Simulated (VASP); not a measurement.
Crystal: Ni.

```
Ni
1.0
     0.00000    1.75840    1.75840
     1.75840    0.00000    1.75840
     1.75840    1.75840    0.00000
Ni
1
Direct
  0.00000 0.00000 0.00000
```

Base run:

- Program: VASP 6.6.1
- Functional: LDA
- Potentials or basis: VASP PAW LDA potentials, release 64 (Ni)
- Cutoff: 520 eV
- k mesh: 12 × 12 × 12
- Occupations: gaussian, width 0.1 eV
- Spin: collinear spin, ferromagnetic start
- Starting moments: [0.73] μB
- Fixed moment: 0.73 μB

Its results: pressure -15.9 GPa; site moments Ni +0.73 μB.

Problem. After a change of settings the same cell gave: pressure -13.9 GPa; site moments Ni +0.96 μB. Which change was it?
A. fixed moment from 0.73 μB to 0.97 μB; moments at the start from [0.73] to [0.97]
B. fixed moment from 0.73 μB to 1.69 μB; moments at the start from [0.73] to [1.69]
C. fixed moment from 0.73 μB to none; moments at the start from [0.73] to [2.0]
D. fixed moment from 0.73 μB to 1.94 μB; moments at the start from [0.73] to [1.94]

Solution. A.

Caveats: the cell stands under tension; the total moment is fixed, so each spin has its own Fermi level.
